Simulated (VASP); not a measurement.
Write the native input for VASP 6.6.1 that does the following.

* Task: single point
* Functional: PBE
* Potentials or basis: VASP PAW PBE potentials, release 64 (Hf_pv)
* Cutoff: 520 eV
* k mesh: 10 × 10 × 5
* Occupations: gaussian, width 0.012 eV
* Spin: no spin polarisation
* Dipole correction: no
* Further INCAR settings: ALGO = Fast; EDIFF = 1e-06; NBANDS = 17

The structure of Hf lies in POSCAR:

```
Hf
1.0
    3.1967000000      0.0000000000      0.0000000000
   -1.5983500000      2.7684234083      0.0000000000
    0.0000000000      0.0000000000      5.0578000000
Hf
2
Direct
    0.6666666667      0.3333333333      0.7500000000
    0.3333333333      0.6666666667      0.2500000000
```

These files were run (other wordings do the same):

INCAR

```
PREC     = Accurate       # precision mode
ENCUT    = 520            # plane-wave cutoff, eV
EDIFF    = 1E-6           # SCF threshold, eV
ISMEAR   = 0              # smearing method
SIGMA    = 0.012          # smearing width, eV
LREAL    = False          # projectors in reciprocal space
LASPH    = True           # aspherical terms in the spheres
NELM     = 80             # most SCF steps
ALGO     = Fast           # electronic algorithm
ISIF     = 2              # what is computed and relaxed
LWAVE    = False          # write WAVECAR
LCHARG   = False          # write CHGCAR
GGA      = PE             # functional
NBANDS   = 17             # bands
```

KPOINTS

```
regular mesh
0
Gamma
  10 10 5
```

Potentials or basis: VASP PAW PBE potentials, release 64 (Hf_pv).

Run with:

```bash
$ cat potpaw_PBE.64/Hf_pv/POTCAR > POTCAR
$ mpirun -np 1 vasp_std > vasp.out
```

It gave:

| Item | Value |
| --- | --- |
| Pressure | 0.3 GPa |
| Band gap on the k mesh | zero (band 10 reaches 6.10 eV, above the bottom of band 11 at 4.59 eV) |

Caveat: spin-orbit coupling is left out, which moves the levels of the heavy elements.

It took 11 s on 1 thread of Intel(R) Xeon(R) 6975P-C (Granite Rapids), with other jobs on the host, peak memory 0.16 GiB.
